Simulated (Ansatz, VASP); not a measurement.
# Two plane-wave programs on KBr

```
K Br
1.0
     3.99143    0.00000    0.00000
     0.00000    3.99143    0.00000
     0.00000    0.00000    3.99143
K Br
1 1
Cartesian
  0.0000 0.0000 0.0000
  1.9957 1.9957 1.9957
```

Change from the starting cell: hydrostatic strain +0.4%.

Alike in both runs: task single point; functional PBE; k mesh 6 × 6 × 6; occupations fermi-dirac, width 0.02 eV; no spin polarisation.

|  | VASP | Ansatz |
| --- | --- | --- |
| version | VASP 6.6.1 | Ansatz 0.2.0 |
| potentials or method | VASP PAW PBE potentials, release 64 (K_sv, Br) | plane waves, PAW |
| plane-wave cutoff (eV) | 500 | 420 |
| valence electrons in the cell | 16 | 16 |

Ansatz gave:

* gap on the k mesh at the Fermi level (eV): 3.99
* pressure (GPa): 0.6

**Question.** Which values does VASP return?

**Answer.** gap on the k mesh at the Fermi level (eV): 3.98; pressure (GPa): 0.7.

With one functional, cell and mesh, what is left measures potentials, basis and numerics.
